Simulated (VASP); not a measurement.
# C (P1) in VASP: a series of runs

C is run at these levels: PBEsol; tasks: single point.

Everything below comes from runs of VASP 6.6.1. Logs are shortened: lines on timing, memory, paths and dates and some standing lists are left out, and cuts for length are marked.

**1. The cell of the first run**

The typed cell holds 16 atoms: a = 5.290 Å, b = 5.290 Å, c = 5.290 Å, α = 60.00°, β = 60.00°, γ = 60.00°.

**2. Single point, PBEsol**

File INCAR:

```
SYSTEM = C
PREC     = Accurate       ! precision mode
ENCUT    = 520            ! plane-wave cutoff, eV
EDIFF    = 1E-7           ! SCF threshold, eV
ISMEAR   = -1             ! smearing method
SIGMA    = 0.36           ! smearing width, eV
LREAL    = Auto         
LASPH    = .True.         ! aspherical terms in the spheres
NELM     = 80             ! most SCF steps
ALGO     = Normal         ! electronic algorithm
ISIF     = 2              ! what is computed and relaxed
LWAVE    = .False.        ! write WAVECAR
LCHARG   = .False.        ! write CHGCAR
GGA      = PS             ! functional
NBANDS   = 46             ! bands
```

File KPOINTS:

```
Automatic mesh
0
Gamma
  3 3 3
  0 0 0
```

File POSCAR:

```
C
1.0
    0.0000000000      3.7402520000      3.7402520000
    3.7402520000      0.0000000000      3.7402520000
    3.7402520000      3.7402520000      0.0000000000
C
16
Direct
   -0.0057215396     -0.0003475702     -0.0037965356
    0.0942449867      0.1452041199      0.1280662372
   -0.0375108415      0.0370295905      0.5081208432
    0.0990708647      0.1401643526      0.6591668155
   -0.0486063506      0.5205264244      0.0047055653
    0.1129335670      0.6216693421      0.1267829013
   -0.0423367196      0.4882425034      0.5050060798
    0.1106609929      0.6620142172      0.5890244828
    0.4589530331      0.0328052762     -0.0070316118
    0.6105069926      0.1366084424      0.1424903990
    0.5036559034      0.0134215556      0.4976937383
    0.5907489656      0.1444956115      0.6290618921
    0.4741792799      0.5115564406      0.0031414996
    0.5907623337      0.6832159972      0.0809303758
    0.4568676121      0.5320229760      0.4906353903
    0.6036759021      0.6411332712      0.6333263106
```

Potentials or basis: VASP PAW PBE potentials, release 64 (C).

Command:

```sh
> cat potpaw_PBE.64/C/POTCAR > POTCAR
> mpirun -np 1 vasp_std > vasp.out
```

OUTCAR:

```text
SYSTEM = C
   PREC = Accurate
   ENCUT = 520
   EDIFF = 1E-7
   ISMEAR = -1
   LREAL = Auto
   LASPH = .True.
   NELM = 80
   ISIF = 2
   GGA = PS

 ion  position               nearest neighbor table
   1  0.994  1.000  0.996-   4 1.46   6 1.63   2 1.63  10 1.66
   2  0.094  0.145  0.128-   9 1.58   5 1.62   1 1.63   3 1.64
   3  0.962  0.037  0.508-  12 1.61   8 1.63   2 1.64   4 1.69
   4  0.099  0.140  0.659-   1 1.46   7 1.53   3 1.69  11 1.75
   5  0.951  0.521  0.005-  14 1.57   2 1.62   6 1.67   8 1.80
   6  0.113  0.622  0.127-  13 1.56   1 1.63   7 1.64   5 1.67
[... 8 lines left out ...]
  15  0.457  0.532  0.491-   8 1.50  12 1.67  16 1.73  14 1.77
  16  0.604  0.641  0.633-   7 1.54  13 1.60  11 1.61  15 1.73

  LATTYP: Found a face centered cubic cell.
 ALAT       =     7.4805040000

  Lattice vectors:

 A1 = (   0.0000000000,   3.7402520000,   3.7402520000)
 A2 = (   3.7402520000,   0.0000000000,   3.7402520000)
 A3 = (   3.7402520000,   3.7402520000,   0.0000000000)

Analysis of symmetry for initial positions (statically):
=====================================================================
 Subroutine PRICEL returns:
 Original cell was already a primitive cell.

 Routine SETGRP: Setting up the symmetry group for a
 face centered cubic supercell.

 Subroutine GETGRP returns: Found  1 space group operations
 (whereof  1 operations were pure point group operations)
 out of a pool of 48 trial point group operations.

The static configuration has the point symmetry C_1 .

Analysis of symmetry for dynamics (positions and initial velocities):
=====================================================================
 Subroutine PRICEL returns:
 Original cell was already a primitive cell.

 Routine SETGRP: Setting up the symmetry group for a
 face centered cubic supercell.

 Subroutine GETGRP returns: Found  1 space group operations
 (whereof  1 operations were pure point group operations)
 out of a pool of 48 trial point group operations.

The dynamic configuration has the point symmetry C_1 .

 Subroutine INISYM returns: Found  1 space group operations
 (whereof  1 operations are pure point group operations),
 and found     1 'primitive' translations

----------------------------------------------------------------------------------------

                                     Primitive cell

  volume of cell :     104.6484

  direct lattice vectors                    reciprocal lattice vectors
     0.000000000  3.740252000  3.740252000    -0.133680832  0.133680832  0.133680832
     3.740252000  0.000000000  3.740252000     0.133680832 -0.133680832  0.133680832
     3.740252000  3.740252000  0.000000000     0.133680832  0.133680832 -0.133680832

  length of vectors
     5.289515105  5.289515105  5.289515105     0.231541993  0.231541993  0.231541993

  position of ions in fractional coordinates (direct lattice)
     0.994278460  0.999652430  0.996203464
     0.094244987  0.145204120  0.128066237
     0.962489158  0.037029590  0.508120843
     0.099070865  0.140164353  0.659166816
     0.951393649  0.520526424  0.004705565
     0.112933567  0.621669342  0.126782901
[... 8 lines left out ...]
     0.456867612  0.532022976  0.490635390
     0.603675902  0.641133271  0.633326311

  ion indices of the primitive-cell ions
   primitive index   ion index
                 1           1
                 2           2
                 3           3
                 4           4
                 5           5
                 6           6
[... 8 lines left out ...]
                15          15
                16          16

----------------------------------------------------------------------------------------

 KPOINTS: Automatic mesh

Automatic generation of k-mesh.
 Grid dimensions read from file:
 generate k-points for:    3    3    3

 Generating k-lattice:

  Cartesian coordinates                     Fractional coordinates (reciprocal lattice)
    -0.044560277  0.044560277  0.044560277     0.333333333  0.000000000  0.000000000
     0.044560277 -0.044560277  0.044560277     0.000000000  0.333333333  0.000000000
     0.044560277  0.044560277 -0.044560277     0.000000000  0.000000000  0.333333333

  Length of vectors
     0.077180664  0.077180664  0.077180664

  Shift w.r.t. Gamma in fractional coordinates (k-lattice)
     0.000000000  0.000000000  0.000000000

 Subroutine IBZKPT returns following result:
 ===========================================

 Found     14 irreducible k-points:

 Following reciprocal coordinates:
            Coordinates               Weight
  0.000000  0.000000  0.000000      1.000000
  0.333333  0.000000  0.000000      2.000000
  0.000000  0.333333  0.000000      2.000000
  0.000000  0.000000  0.333333      2.000000
  0.333333  0.333333  0.333333      2.000000
  0.333333  0.333333  0.000000      2.000000
  0.000000  0.333333  0.333333      2.000000
  0.333333  0.000000  0.333333      2.000000
 -0.333333  0.333333  0.000000      2.000000
  0.000000 -0.333333  0.333333      2.000000
  0.333333  0.000000 -0.333333      2.000000
  0.333333  0.333333 -0.333333      2.000000
 -0.333333  0.333333 -0.333333      2.000000
  0.333333 -0.333333 -0.333333      2.000000
   k-points           NKPTS =     14   k-points in BZ     NKDIM =     14   number of bands    NBANDS=     46
   number of dos      NEDOS =    301   number of ions     NIONS =     16
   total plane-waves  NPLWV =  64000
   dimension x,y,z NGX =    40 NGY =   40 NGZ =   40
   dimension x,y,z NGXF=    80 NGYF=   80 NGZF=   80
   ions per type =              16
   NGX,Y,Z   is equivalent  to a cutoff of  12.57, 12.57, 12.57 a.u.
   NGXF,Y,Z  is equivalent  to a cutoff of  25.14, 25.14, 25.14 a.u.
 SYSTEM =  C
   PREC   = accura    normal or accurate (medium, high low for compatibility)
   ISTART =      0    job   : 0-new  1-cont  2-samecut
   ICHARG =      2    charge: 1-file 2-atom 10-const
   ISPIN  =      1    spin polarized calculation?
   LNONCOLLINEAR =      F non collinear calculations
   LSORBIT =      F    spin-orbit coupling
   LASPH  =      T    aspherical Exc in radial PAW
   ENCUT  =  520.0 eV  38.22 Ry    6.18 a.u.   9.83  9.83  9.83*2*pi/ulx,y,z
   NELM   =     80;   NELMIN=  2; NELMDL= -5     # of ELM steps
   EDIFF  = 0.1E-06   stopping-criterion for ELM
   LREAL  =      T    real-space projection
   EDIFFG = 0.1E-05   stopping-criterion for IOM
   NSW    =      0    number of steps for IOM
   IBRION =     -1    ionic relax: 0-MD 1-quasi-New 2-CG
   NFREE  =      0    steps in history (QN), initial steepest desc. (CG)
   ISIF   =      2    stress and relaxation
   ISYM   =      2    0-nonsym 1-usesym 2-fastsym
   POTIM  = 0.5000    time-step for ionic-motion
   TEBEG  =    0.0;   TEEND  =   0.0 temperature during run
   PSTRESS=    0.0 pullay stress
   NELECT =      64.0000    total number of electrons
   NUPDOWN=      -1.0000    fix difference up-down
   EMIN   =  10.00;   EMAX   =-10.00  energy-range for DOS
   EFERMI =   0.00;   METHOD = LEGACY
   ISMEAR =    -1;   SIGMA  =   0.36  broadening in eV -4-tet -1-fermi 0-gaus
   EFERMI_NEDOS =   21; number of points for ismear=-14 and -15
   IALGO  =     38    algorithm
   IMIX   =      4    mixing-type and parameters
     AMIX     =   0.40;   BMIX     =  1.00
     AMIX_MAG =   1.60;   BMIX_MAG =  1.00
  volume/ion in A,a.u.               =       6.54        44.14
  Fermi-wavevector in a.u.,A,eV,Ry     =   1.389603  2.625968 26.272788  1.930995
  Thomas-Fermi vector in A             =   2.513618
   LORBIT       =      0    0 simple, 1 ext, 2 COOP (PROOUT), +10 PAW based schemes
   GGA     = PS    functional components
   LHFCALC =     F    Hartree Fock is set to
   AEXX    =    0.0000 exact exchange contribution
   IVDW    =     0    specifies the selected vdW correction
   LEPSILON=     F    determine dielectric tensor
   LRPA    =     F    only Hartree local field effects (RPA)
 non-spin polarized calculation
  energy-cutoff  :      520.00
  volume of cell :      104.65
 maximum number of plane-waves:      2838
   NGX = 19   NGY = 19   NGZ = 19

 number of electron      64.0000000 magnetization

 Free energy of the ion-electron system (eV)
  ---------------------------------------------------
  ext. energy  EPLUGINS =         0.00000000
  ---------------------------------------------------
  free energy    TOTEN  =      -148.01978901 eV

  energy without entropy =     -147.95966511  energy(sigma->0) =     -147.98972706

 E-fermi :   9.6000     XC(G=0): -12.7465

 val. band max:        8.8971421033   @ k =   0.0000   0.0000   0.0000
 cond. band min:      10.8940851730   @ k =   0.0000   0.0000   0.0000
 fundamental gap:      1.9969430697
 Fermi energy:         9.6000083067

 k-point     1 :       0.0000    0.0000    0.0000
  band No.  band energies     occupation
      1     -12.0636      2.00000
      2      -7.3804      2.00000
      3      -7.1636      2.00000
      4      -7.0521      2.00000
      5      -6.7078      2.00000
      6      -5.2172      2.00000
[... 36 lines left out ...]
     43      14.4296      0.00000
     44      14.5290      0.00000

 k-point     2 :       0.3333    0.0000    0.0000
  band No.  band energies     occupation
      1     -11.3830      2.00000
      2      -9.3902      2.00000
      3      -7.2532      2.00000
      4      -7.0401      2.00000
      5      -6.7834      2.00000
      6      -6.2846      2.00000
[... 36 lines left out ...]
     43      14.8365      0.00000
     44      15.2412      0.00000

 k-point     3 :       0.0000    0.3333    0.0000
  band No.  band energies     occupation
      1     -11.3892      2.00000
      2      -9.3594      2.00000
      3      -7.3639      2.00000
      4      -7.0492      2.00000
      5      -6.8004      2.00000
      6      -6.1892      2.00000
[... 36 lines left out ...]
     43      14.8789      0.00000
     44      15.2489      0.00000

 k-point     4 :       0.0000    0.0000    0.3333
  band No.  band energies     occupation
      1     -11.3834      2.00000
      2      -9.3632      2.00000
      3      -7.4603      2.00000
      4      -7.0996      2.00000
      5      -6.6640      2.00000
      6      -6.2600      2.00000
[... 412 lines left out ...]
     43      16.1962      0.00000
     44      16.3091      0.00000

 k-point    13 :      -0.3333    0.3333   -0.3333
  band No.  band energies     occupation
      1     -10.3796      2.00000
      2      -9.6995      2.00000
      3      -9.2668      2.00000
      4      -7.7763      2.00000
      5      -7.4654      2.00000
      6      -5.5146      2.00000
[... 36 lines left out ...]
     43      16.0016      0.00000
     44      16.1912      0.00000

 k-point    14 :       0.3333   -0.3333   -0.3333
  band No.  band energies     occupation
      1     -10.3593      2.00000
      2      -9.7193      2.00000
      3      -9.3004      2.00000
      4      -7.6751      2.00000
      5      -7.4799      2.00000
      6      -5.6967      2.00000
[... 36 lines left out ...]
     43      16.0735      0.00000
     44      16.2322      0.00000
 [bands above 44 left out]

------------------------ aborting loop because EDIFF is reached ----------------------------------------

  FORCE on cell =-STRESS in cart. coord.  units (eV):
  Direction    XX          YY          ZZ          XY          YZ          ZX
  --------------------------------------------------------------------------------------
  -------------------------------------------------------------------------------------
  Total      -29.6117015    -29.8410935    -29.2560014      2.6623350      0.3925402     -0.0082696
  in kB     -453.3580771   -456.8700924   -447.9122746     40.7606125      6.0098297     -0.1266079
  external PRESSURE =    -452.7134814 kB  Pullay stress =       0.0000000 kB

 VOLUME and BASIS-vectors are now :
 -----------------------------------------------------------------------------
  energy-cutoff  :      520.00
  volume of cell :      104.65
      direct lattice vectors                 reciprocal lattice vectors
     0.000000000  3.740252000  3.740252000    -0.133680832  0.133680832  0.133680832
     3.740252000  0.000000000  3.740252000     0.133680832 -0.133680832  0.133680832
     3.740252000  3.740252000  0.000000000     0.133680832  0.133680832 -0.133680832

 POSITION                                       TOTAL-FORCE (eV/Angst)
 -----------------------------------------------------------------------------------
      7.46500      7.44490      7.45780         3.754248      1.259007     -1.866103
      1.02210      0.83150      0.89560         1.035283     -0.715493      0.128899
      2.03900      5.50045      3.73845        -2.835511      0.984180     -0.699597
      2.98970      2.83600      0.89480        -4.625331     -3.489900      0.512126
      1.96450      3.57605      5.50535        -1.855239      0.172176      3.400664
      2.79940      0.89660      2.74760         0.650316     -2.261136     -1.763645
[... 8 lines left out ...]
      3.82500      3.54390      3.69870        -0.287533      0.828510      1.420963
      4.76680      4.62670      4.65590        -1.780026     -1.949648     -1.384183
 -----------------------------------------------------------------------------------
    total drift:                                0.004098      0.020435     -0.025623

  FREE ENERGIE OF THE ION-ELECTRON SYSTEM (eV)
  ---------------------------------------------------
  free  energy   TOTEN  =      -148.0197890115 eV

  energy  without entropy=     -147.9596651116  energy(sigma->0) =     -147.98972706
```

Wall time 64 s (1 thread of Intel Xeon Platinum 8488C (Sapphire Rapids), shared host); peak memory 0.24 GiB.

Results:

```
Free energy            : -148.0198 eV
Pressure               : -45.3 GPa
Largest force          : 6.109 eV/Å
Band gap on the k mesh : 2.00 eV, direct
```

Forces in eV/Å, atoms in the order of the input:
```
C    3.754  1.259 -1.866
C    1.035 -0.715  0.129
C   -2.836  0.984 -0.700
C   -4.625 -3.490  0.512
C   -1.855  0.172  3.401
C    0.650 -2.261 -1.764
C    2.521  1.760  5.279
C    2.543  0.849 -3.591
C    0.493  1.232  0.900
C   -1.819 -2.142  0.399
C    1.029 -1.042 -2.864
C    0.963 -0.167  2.830
C   -0.140 -0.006  1.019
C    0.355  4.688 -3.720
C   -0.288  0.829  1.421
C   -1.780 -1.950 -1.384
```

Stress tensor (GPa, compression positive):
```
-45.34   4.08  -0.01
  4.08 -45.69   0.60
 -0.01   0.60 -44.79
```

Caveat: the k points lie up to 0.48 Å⁻¹ apart; the PAW data sets were made with another functional, which shifts forces and pressure a little.

(Continued in part 2 of 2.)
